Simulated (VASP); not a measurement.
# La2O (P-3m1) in VASP: further runs, part 2 of 2

VASP 6.6.1. Earlier steps stand in the parts before.

**3. Single point, PBE**

This run uses another cell than the first one, of 26.91 Å³/atom.

Contents of INCAR:

```
SYSTEM = La2O
PREC = Accurate
ENCUT = 520
EDIFF = 1E-6
ISMEAR = 0
SIGMA = 0.2
LREAL = .FALSE.
LASPH = .TRUE.
NELM = 100
ALGO = Normal
ISIF = 2
LWAVE = .FALSE.
LCHARG = .FALSE.
GGA = PE
NBANDS = 52
```

Contents of KPOINTS:

```
Automatic mesh
0
G
  6 6 1
  0 0 0
```

Contents of POSCAR:

```
La2O
1.0
    3.8257974126      0.0000000000      0.0000000000
   -1.9128987063      3.3132377490      0.0000000000
    0.0000000000      0.0000000000     19.1060759904
La O
6 3
Direct
    0.3333333333      0.6666666667      0.0787046066
    0.6666666667      0.3333333333      0.2513275164
    0.6666666667      0.3333333333      0.9212953934
    0.3333333333      0.6666666667      0.7486724836
    0.3333333333      0.6666666667      0.4246012219
    0.6666666667      0.3333333333      0.5753987781
    0.6666666667      0.3333333333      0.1298835787
    0.3333333333      0.6666666667      0.8701164213
    1.0000000000      1.0000000000      0.0000000000
```

Potentials or basis: VASP PAW PBE potentials, release 64 (La, O).

Launch:

```
cat potpaw_PBE.64/La/POTCAR potpaw_PBE.64/O/POTCAR > POTCAR
mpirun -np 1 vasp_std > vasp.out
```

OUTCAR:

```text
SYSTEM = La2O
   PREC = Accurate
   ENCUT = 520
   EDIFF = 1E-6
   ISMEAR = 0
   LREAL = .FALSE.
   LASPH = .TRUE.
   NELM = 100
   ISIF = 2
   GGA = PE

 ion  position               nearest neighbor table
   1  0.333  0.667  0.079-   7 2.42   7 2.42   7 2.42   9 2.67   9 2.67   9 2.67
   2  0.667  0.333  0.251-   7 2.32
   3  0.667  0.333  0.921-   8 2.42   8 2.42   8 2.42   9 2.67   9 2.67   9 2.67
   4  0.333  0.667  0.749-   8 2.32
   5  0.333  0.667  0.425-   6 3.63   6 3.63   6 3.63
   6  0.667  0.333  0.575-   5 3.63   5 3.63   5 3.63
   7  0.667  0.333  0.130-   2 2.32   1 2.42   1 2.42   1 2.42
   8  0.333  0.667  0.870-   4 2.32   3 2.42   3 2.42   3 2.42
   9  0.000  0.000  0.000-   1 2.67   3 2.67   1 2.67   3 2.67   3 2.67   1 2.67

  LATTYP: Found a hexagonal cell.
 ALAT       =     3.8257974126
 C/A-ratio  =     4.9940114256

  Lattice vectors:

 A1 = (   3.8257974126,   0.0000000000,   0.0000000000)
 A2 = (  -1.9128987063,   3.3132377490,   0.0000000000)
 A3 = (   0.0000000000,   0.0000000000,  19.1060759904)

Analysis of symmetry for initial positions (statically):
=====================================================================
 Subroutine PRICEL returns:
 Original cell was already a primitive cell.

 Routine SETGRP: Setting up the symmetry group for a
 hexagonal supercell.

 Subroutine GETGRP returns: Found 12 space group operations
 (whereof 12 operations were pure point group operations)
 out of a pool of 24 trial point group operations.

The static configuration has the point symmetry D_3d.

Analysis of symmetry for dynamics (positions and initial velocities):
=====================================================================
 Subroutine PRICEL returns:
 Original cell was already a primitive cell.

[... 125 lines left out ...]
  Fermi-wavevector in a.u.,A,eV,Ry     =   1.150233  2.173626 18.001004  1.323036
  Thomas-Fermi vector in A             =   2.286898
   LORBIT       =      0    0 simple, 1 ext, 2 COOP (PROOUT), +10 PAW based schemes
   GGA     = PE    functional components
   LHFCALC =     F    Hartree Fock is set to
   AEXX    =    0.0000 exact exchange contribution
   IVDW    =     0    specifies the selected vdW correction
   LEPSILON=     F    determine dielectric tensor
   LRPA    =     F    only Hartree local field effects (RPA)
 non-spin polarized calculation
 Gauss-broadening in eV      SIGMA  =   0.20
  energy-cutoff  :      520.00
  volume of cell :      242.18
 maximum number of plane-waves:      6556
   NGX = 15   NGY = 15   NGZ = 71

 number of electron      84.0000011 magnetization

 Free energy of the ion-electron system (eV)
  ---------------------------------------------------
  ext. energy  EPLUGINS =         0.00000000
  ---------------------------------------------------
  free energy    TOTEN  =       -60.82723767 eV

  energy without entropy =      -60.69104825  energy(sigma->0) =      -60.75914296

 E-fermi :   7.9664     XC(G=0):  -9.6675

 val. band max:        7.8849947638   @ k =   0.1667  -0.0000   0.0000
 cond. band min:       8.0156916759   @ k =   0.3333  -0.0000   0.0000
 fundamental gap:      0.1306969120
 Fermi energy:         7.9664285693

 k-point     1 :       0.0000    0.0000    0.0000
  band No.  band energies     occupation
      1     -25.2970      2.00000
      2     -25.1744      2.00000
      3     -24.9527      2.00000
      4     -24.9127      2.00000
      5     -24.8973      2.00000
      6     -24.7976      2.00000
[... 374 lines left out ...]
     51       9.0581      0.00000
     52       9.1777      0.00000

------------------------ aborting loop because EDIFF is reached ----------------------------------------

  FORCE on cell =-STRESS in cart. coord.  units (eV):
  Direction    XX          YY          ZZ          XY          YZ          ZX
  --------------------------------------------------------------------------------------
  -------------------------------------------------------------------------------------
  Total        0.1369102      0.1369102     -1.0078540      0.0000000      0.0000000      0.0000000
  in kB        0.9057330      0.9057330     -6.6674864      0.0000000      0.0000000      0.0000000
  external PRESSURE =      -1.6186735 kB  Pullay stress =       0.0000000 kB

 VOLUME and BASIS-vectors are now :
 -----------------------------------------------------------------------------
  energy-cutoff  :      520.00
  volume of cell :      242.18
      direct lattice vectors                 reciprocal lattice vectors
     3.825797413  0.000000000  0.000000000     0.261383417  0.150909786  0.000000000
    -1.912898706  3.313237749  0.000000000     0.000000000  0.301819572  0.000000000
     0.000000000  0.000000000 19.106075990     0.000000000  0.000000000  0.052339371

 POSITION                                       TOTAL-FORCE (eV/Angst)
 -----------------------------------------------------------------------------------
     -0.00000      2.20883      1.50374        -0.000000     -0.000000      0.055191
      1.91290      1.10441      4.80188         0.000000      0.000000     -0.052711
      1.91290      1.10441     17.60234        -0.000000      0.000000     -0.055191
     -0.00000      2.20883     14.30419        -0.000000     -0.000000      0.052711
     -0.00000      2.20883      8.11246        -0.000000     -0.000000      0.005848
      1.91290      1.10441     10.99361         0.000000      0.000000     -0.005848
      1.91290      1.10441      2.48157         0.000000      0.000000      0.009531
     -0.00000      2.20883     16.62451        -0.000000      0.000000     -0.009531
      0.00000      0.00000      0.00000         0.000000      0.000000      0.000000
 -----------------------------------------------------------------------------------
    total drift:                                0.000000     -0.000000     -0.000000

  FREE ENERGIE OF THE ION-ELECTRON SYSTEM (eV)
  ---------------------------------------------------
  free  energy   TOTEN  =       -60.8272376717 eV

  energy  without entropy=      -60.6910482471  energy(sigma->0) =      -60.75914296
```

OSZICAR:

```text
N       E                     dE             d eps       ncg     rms          rms(c)
DAV:   1     0.121196704471E+04    0.12120E+04   -0.28678E+04   728   0.229E+03
DAV:   2     0.398227755774E+03   -0.81374E+03   -0.79010E+03  1000   0.463E+02
DAV:   3     0.413640318506E+02   -0.35686E+03   -0.35058E+03  1224   0.299E+02
DAV:   4    -0.551306391109E+02   -0.96495E+02   -0.94915E+02  1376   0.166E+02
[... 11 lines left out ...]
DAV:  16    -0.608272391403E+02    0.37971E-04   -0.38157E-04  1304   0.126E-01    0.138E-02
DAV:  17    -0.608272402322E+02   -0.10919E-05   -0.37164E-05  1304   0.409E-02    0.959E-03
DAV:  18    -0.608272393567E+02    0.87550E-06   -0.22215E-05  1248   0.263E-02    0.798E-03
DAV:  19    -0.608272379434E+02    0.14133E-05   -0.10994E-05   992   0.167E-02    0.197E-03
DAV:  20    -0.608272376717E+02    0.27165E-06   -0.76900E-07   584   0.996E-03
   1 F= -.60827238E+02 E0= -.60759143E+02  d E =-.136189E+00
```

stdout:

```text
POSCAR found type information on POSCAR LaO
 POSCAR found :  2 types and       9 ions
 scaLAPACK will be used
 LDA part: xc-table for (Slater+PW92), standard interpolation
 POSCAR, INCAR and KPOINTS ok, starting setup
 FFT: planning ... GRIDC
 FFT: planning ... GRID_SOFT
 FFT: planning ... GRID
 WAVECAR not read
 entering main loop
```

It took 2.3 min on 1 thread of Intel Xeon 6975P-C (Granite Rapids), shared host; peak memory 0.36 GiB.

Results:

| Property | Result |
| --- | --- |
| Free energy | -60.8272 eV |
| Pressure | -0.2 GPa |
| Largest force | 0.055 eV/Å |
| Band gap on the k mesh | zero (bands 42 and 43 overlap by 0.77 eV) |

Forces in eV/Å, atoms in the order of the input:
```
La   0.000  0.000  0.055
La   0.000  0.000 -0.053
La   0.000  0.000 -0.055
La   0.000  0.000  0.053
La   0.000  0.000  0.006
La   0.000  0.000 -0.006
O    0.000  0.000  0.010
O    0.000  0.000 -0.010
O    0.000  0.000  0.000
```

Caveat: spin-orbit coupling is left out, which moves the levels of the heavy elements.
